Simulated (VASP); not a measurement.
# SiC: relaxation of cell and atoms with r2SCAN

Crystal: SiC.

```
Si C
1.0
     3.13881    0.00000    0.00000
    -1.56940    2.71829    0.00000
     0.00000    0.00000    4.91621
Si C
2 2
Direct
  0.33333 0.66667 0.00000
  0.66667 0.33333 0.50000
  0.33333 0.66667 0.50000
  0.66667 0.33333 0.00000
```

```yaml
Program: VASP 6.6.1
Task: relaxation of cell and atoms
Functional: r2SCAN
Potentials_or_basis: VASP PAW PBE potentials, release 64 (Si, C)
Cutoff: 600 eV
k_mesh: 18 × 18 × 10
Occupations: gaussian, width 0.01 eV
Spin: no spin polarisation
Dipole_correction: no
Further_INCAR_settings: ALGO = Normal; EDIFF = 1e-06; IBRION = 2; EDIFFG = -0.002; NSW = 100; ISIF = 3
```

- Relaxed volume: 10.52 Å³/atom
- Relaxed cell: a = 3.134 Å, b = 3.134 Å, c = 4.947 Å, α = 90.00°, β = 90.00°, γ = 120.00°
- Space group after relaxing (to 0.1 Å): P6_3/mmc (No. 194)
- Energy gained by relaxing: 0.1 meV/atom
- Ionic steps: 8
- Pressure after relaxing: 0.0 GPa
- Band gap on the k mesh: 0.18 eV (least direct gap 1.97 eV)

The path:
| step | energy change (eV) | largest force (eV/Å) | pressure (GPa) | volume (Å³) |
| --- | --- | --- | --- | --- |
| 1 | 0.0000 | 0.0000 | -0.42 | 41.95 |
| 2 | 0.0001 | 0.0000 | 0.81 | 41.78 |
| 3 | -0.0002 | 0.0000 | 0.12 | 41.87 |
| 4 | -0.0002 | 0.0000 | 0.10 | 41.88 |
| 5 | -0.0002 | 0.0000 | 0.09 | 41.90 |
| 6 | -0.0003 | 0.0000 | 0.04 | 41.97 |
| 7 | -0.0004 | 0.0000 | -0.03 | 42.12 |
| 8 | -0.0004 | 0.0000 | -0.01 | 42.08 |

Final structure:
```
CELL_PARAMETERS angstrom
3.13397 0.00000 0.00000
-1.56699 2.71410 0.00000
0.00000 0.00000 4.94671
ATOMIC_POSITIONS crystal
Si 0.33333 0.66667 0.00000
Si 0.66667 0.33333 0.50000
C 0.33333 0.66667 0.50000
C 0.66667 0.33333 0.00000
```

Levels at points of the mesh, in eV from the valence-band top:
| k point | band 6 | band 7 | band 8 | band 9 | band 10 | band 11 |
| --- | --- | --- | --- | --- | --- | --- |
| (0.00, 0.00, 0.00) | -3.37 | -3.37 | 0.00 | 1.97 | 3.98 | 4.31 |
| (0.50, 0.00, 0.00) | -6.56 | -4.56 | -4.31 | 0.18 | 3.39 | 4.30 |
| (0.00, 0.00, 0.50) | -4.08 | -4.08 | -4.08 | 3.34 | 3.34 | 4.91 |
| (0.50, 0.00, 0.50) | -5.70 | -3.23 | -3.23 | 1.58 | 1.58 | 2.02 |

Run time: 16 min on 1 thread of Intel(R) Xeon(R) 6975P-C (Granite Rapids), on a shared host, peak memory 0.29 GiB.

Caveat: semilocal functionals underestimate gaps, and a narrow one can read as zero; the PAW data sets were made with another functional, which shifts forces and pressure a little. A k mesh can miss the band edges.
